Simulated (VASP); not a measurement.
Write the native input for VASP 6.6.1 that does the following.

| Property | Result |
| --- | --- |
| Task | single point |
| Functional | LDA |
| Potentials or basis | VASP PAW LDA potentials, release 64 (Rh_pv) |
| Cutoff | 520 eV |
| k mesh | 17 × 17 × 17 |
| Occupations | fermi-dirac, width 0.05 eV |
| Spin | non-collinear spin, zero start, spin-orbit coupling |
| Starting moments | [[0.0, 0.0, 0.0]] μB |
| Dipole correction | no |
| Further INCAR settings | ALGO = Normal; EDIFF = 1e-06; NBANDS = 26 |

The structure of Rh lies in POSCAR:

```
Rh
1.0
    0.0000000000      1.6821955841      1.6821955841
    1.6821955841      0.0000000000      1.6821955841
    1.6821955841      1.6821955841      0.0000000000
Rh
1
Direct
    0.0000000000      0.0000000000      0.0000000000
```

These files were run (other wordings do the same):

INCAR

```
SYSTEM = Rh
PREC = Accurate ; ENCUT = 520
EDIFF = 1E-6 ; ISMEAR = -1
SIGMA = 0.05 ; LREAL = .False.
LASPH = .True. ; NELM = 150
ALGO = Normal ; ISIF = 2
LWAVE = .False. ; LCHARG = .False.
MAGMOM = 0 0 0 ; LORBIT = 11
LSORBIT = .True. ; GGA_COMPAT = .False.
LORBMOM = .True. ; LMAXMIX = 4
GGA = CA ; NBANDS = 26
```

KPOINTS

```
Automatic mesh
0
Gamma
  17 17 17
  0 0 0
```

Potentials or basis: VASP PAW LDA potentials, release 64 (Rh_pv).

The run is started by

```console
$ cat potpaw_LDA.64/Rh_pv/POTCAR > POTCAR
$ mpirun -np 1 vasp_ncl > vasp.out
```

It gave:

```
Pressure                                              : 238.3 GPa
Net moment                                            : 0.00 μB per cell
Valence electrons inside the program's atomic spheres : Rh 14.83
```

Run time: 61 s on 1 thread of AMD EPYC 7R13 Processor (Zen 3) (shared host), peak memory 0.15 GiB.
